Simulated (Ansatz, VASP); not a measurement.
TaRu in VASP and in Ansatz

```
CELL_PARAMETERS angstrom
3.01174 0.00000 0.00000
0.00000 3.01174 0.00000
0.00000 0.00000 3.34320
ATOMIC_POSITIONS crystal
Ta 0.50000 0.50000 0.50000
Ru 0.00000 0.00000 0.00000
```

Change from the starting cell: volume scaled by 0.96, PAW files.

Alike in both runs: task electric field gradients; functional LDA; k mesh 11 × 11 × 10; occupations fermi-dirac, width 0.05 eV; no spin polarisation.

|  | VASP | Ansatz |
| --- | --- | --- |
| version | VASP 6.6.1 | Ansatz 0.2.0 |
| potentials or method | VASP PAW LDA potentials, release 64 (Ta_sv_GW, Ru_sv) | PAW with Ansatz's default frozen-core files, scalar-relativistic |
| plane-wave cutoff (eV) | 420 | 420 |
| valence electrons in the cell | 29 | 29 |

```csv
,VASP,Ansatz,Ansatz less VASP
size of Vzz on the site where it differs most (V/Å²),33.2,26.5,-6.73
```

LDA's correlation is that of Perdew and Zunger in VASP and of Perdew and Wang (1992) in Ansatz.

Spin-orbit coupling is off throughout.
